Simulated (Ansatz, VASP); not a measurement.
**Two plane-wave programs on Fe**

The input INCAR:

```
SYSTEM = Fe
PREC     = Accurate       ! precision mode
ENCUT    = 600            ! plane-wave cutoff, eV
EDIFF    = 1E-6           ! SCF threshold, eV
ISMEAR   = -1             ! smearing method
SIGMA    = 5E-4           ! smearing width, eV
LREAL    = .FALSE.        ! projectors in reciprocal space
LASPH    = .TRUE.         ! aspherical terms in the spheres
NELM     = 200            ! most SCF steps
ALGO     = Normal         ! electronic algorithm
ISIF     = 2              ! what is computed and relaxed
LWAVE    = .FALSE.        ! write WAVECAR
LCHARG   = .FALSE.        ! write CHGCAR
ISPIN    = 2              ! spin polarisation
MAGMOM   = 4              ! initial moments
LORBIT   = 11             ! projections on sites
LMAXMIX  = 4              ! l up to which the mixer works
GGA      = PS             ! functional
NBANDS   = 14             ! bands
GGA_COMPAT= .FALSE.
```

File KPOINTS:

```
Automatic mesh
0
G
  13 13 13
  0 0 0
```

File POSCAR:

```
Fe
1.0
   -1.4314200000      1.4314200000      1.4314200000
    1.4314200000     -1.4314200000      1.4314200000
    1.4314200000      1.4314200000     -1.4314200000
Fe
1
Direct
    0.0000000000      0.0000000000      0.0000000000
```

Input for Ansatz:

```yaml
crystal:
  lattice:
    - [-1.43142, 1.43142, 1.43142]
    - [1.43142, -1.43142, 1.43142]
    - [1.43142, 1.43142, -1.43142]
  atoms:
    - { symbol: Fe, position: [0.0, 0.0, 0.0], spin: 4.0 }
magnetization:
  spin_polarized: true
hamiltonian:
  xc: pbesol
  pseudopotentials: { kind: paw }
basis:
  ecutwfc: 420
kpoints:
  mp_grid: { grid: [13, 13, 13] }
scf:
  occupations: { method: fermi_dirac, width: 0.0005 }
  lower_state_search: "off"
  algorithm: density_mixing
  max_iter: 40
  mixing: {}
output:
  forces: true
  stress: true
```

Alike in both runs: task single point; functional PBEsol; k mesh 13 × 13 × 13; occupations fermi-dirac, width 0.0005 eV; collinear spin.

|  | VASP | Ansatz |
| --- | --- | --- |
| version | VASP 6.6.1 | Ansatz 0.2.0 |
| potentials or method | VASP PAW PBE potentials, release 64 (Fe), cutoff 600 eV | PAW, plane waves, scalar-relativistic |
| valence electrons in the cell | 8 | 16 |

Ansatz gave:

| Item | Value |
| --- | --- |
| pressure (GPa) | -15.8 |
| net moment per atom (μB) | 2.16 |
| size of the moment on the site where the two differ most (μB) | 2.21 |

Estimate VASP's values.

pressure (GPa): -14.6; net moment per atom (μB): 2.24; size of the moment on the site where the two differ most (μB): 2.23.

VASP's potentials were made for PBE, not for PBEsol. Site moments also hang on the region over which each program counts them. With one functional, cell and mesh, what is left measures potentials, basis and numerics. VASP's potentials hold 8 valence electrons a cell and Ansatz's 16, so a difference there can come from the potentials and not from the codes.
